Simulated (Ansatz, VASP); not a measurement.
## Two plane-wave programs on InSb3

The input INCAR:

```
SYSTEM = InSb3
  PREC = Accurate
  ENCUT = 520
  EDIFF = 1E-7
  ISMEAR = 0
  SIGMA = 0.15
  LREAL = .False.
  LASPH = .True.
  NELM = 80
  ALGO = Normal
  ISIF = 2
  LWAVE = .False.
  LCHARG = .False.
  GGA = PS
  NBANDS = 22
```

KPOINTS

```
regular mesh
0
Gamma
  10 10 10
  0 0 0
```

File POSCAR:

```
InSb3
1.0
    4.7282366893      0.0000000000      0.0000000000
    0.0000000000      4.7282366893      0.0000000000
    0.0000000000      0.0000000000      4.7282366893
In Sb
1 3
Direct
   -0.0061053444     -0.0061053444     -0.0061053444
    0.5000000000      0.0000000000      0.5000000000
    0.0000000000      0.5000000000      0.5000000000
    0.5000000000      0.5000000000      0.0000000000
```

Input for Ansatz:

```yaml
crystal:
  lattice:
    - [4.7282366893, 0.0, 0.0]
    - [0.0, 4.7282366893, 0.0]
    - [0.0, 0.0, 4.7282366893]
  atoms:
    - { symbol: In, position: [-0.0061053444, -0.0061053444, -0.0061053444] }
    - { symbol: Sb, position: [0.5, 0.0, 0.5] }
    - { symbol: Sb, position: [0.0, 0.5, 0.5] }
    - { symbol: Sb, position: [0.5, 0.5, 0.0] }
basis:
  ecutwfc: 420
kpoints:
  mp_grid: { grid: [10, 10, 10] }
hamiltonian:
  xc: pbesol
scf:
  occupations: { method: gaussian, width: 0.15 }
output:
  forces: true
  stress: true
  eigenvalues: true
```

Alike in both runs: task single point; functional PBEsol; k mesh 10 × 10 × 10; occupations gaussian, width 0.15 eV; no spin polarisation.

```csv
,VASP,Ansatz
version,VASP 6.6.1,Ansatz 0.2.0
potentials or method,"VASP PAW PBE potentials, release 64 (In_d, Sb), cutoff 520 eV","scalar-relativistic, plane waves, PAW"
valence electrons in the cell,28,58
```

```csv
,VASP,Ansatz,Ansatz less VASP
gap on the k mesh at the Fermi level (eV),none,none,-
pressure (GPa),0.0,0.0,0.00
rms of the force components (eV/Å),0.037,0.036,-0.0004
```

VASP's potentials were made for PBE, not for PBEsol. Atom by atom the forces differ by 0.000 eV/Å (rms over components). A gap of «none» marks a metal or a gap that the smearing closes. With one functional, cell and mesh, what is left measures potentials, basis and numerics. VASP's potentials hold 28 valence electrons a cell and Ansatz's 58, so a difference there can come from the potentials and not from the codes.

Neither program's run includes spin-orbit coupling.
